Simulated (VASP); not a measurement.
**SiC: single point with BLYP+D4**

Crystal: SiC.

```
Si C
1.0
     3.05505    0.00000    0.00000
    -1.52753    2.64575    0.00000
     0.00000    0.00000   10.00306
Si C
4 4
Direct
  0.00000 0.00000 0.18789
  0.00000 0.00000 0.68789
  0.33333 0.66667 0.43784
  0.66667 0.33333 0.93784
  0.00000 0.00000 0.00046
  0.00000 0.00000 0.50046
  0.33333 0.66667 0.24980
  0.66667 0.33333 0.74980
```

```json
{"Program": "VASP 6.6.1", "Task": "single point", "Functional": "BLYP", "Dispersion": "D4", "Potentials or basis": "VASP PAW PBE potentials, release 64 (Si, C)", "Cutoff": "520 eV", "k mesh": "10 × 10 × 3", "Occupations": "fermi-dirac, width 0.05 eV", "Spin": "no spin polarisation", "Dipole correction": "no", "Further INCAR settings": "ALGO = Normal; EDIFF = 1e-06; NBANDS = 26"}
```

```
Pressure                   : 4.8 GPa
Largest force              : 0.015 eV/Å
Band gap on the k mesh     : 2.54 eV, indirect (least direct gap 3.67 eV)
Dispersion energy per atom : -0.653 eV
```

Forces on the atoms (eV/Å):
```
Si   0.000  0.000 -0.015
Si   0.000  0.000 -0.015
Si   0.000  0.000  0.004
Si   0.000  0.000  0.004
C    0.000  0.000  0.006
C    0.000  0.000  0.006
C    0.000  0.000  0.005
C    0.000  0.000  0.005
```

Stress tensor (GPa, compression positive):
```
4.77 0.00 0.00
0.00 4.77 0.00
0.00 0.00 4.86
```

Levels at points of the mesh, in eV from the valence-band top:
```csv
k point,band 12,band 13,band 14,band 15,band 16,band 17,band 18,band 19,band 20,band 21
"(0.00, 0.00, 0.00)",-0.58,-0.58,-0.05,0.00,0.00,5.44,6.02,6.66,6.74,7.22
"(0.50, 0.00, 0.00)",-2.38,-2.35,-2.21,-1.57,-1.12,2.54,2.68,4.55,5.06,5.60
```

Run time: 2.1 min on 1 thread of Intel Xeon 8259CL, with other jobs on the host, peak memory 0.21 GiB.

Caveat: the PAW data sets were made with another functional, which shifts forces and pressure a little. A k mesh can miss the band edges.
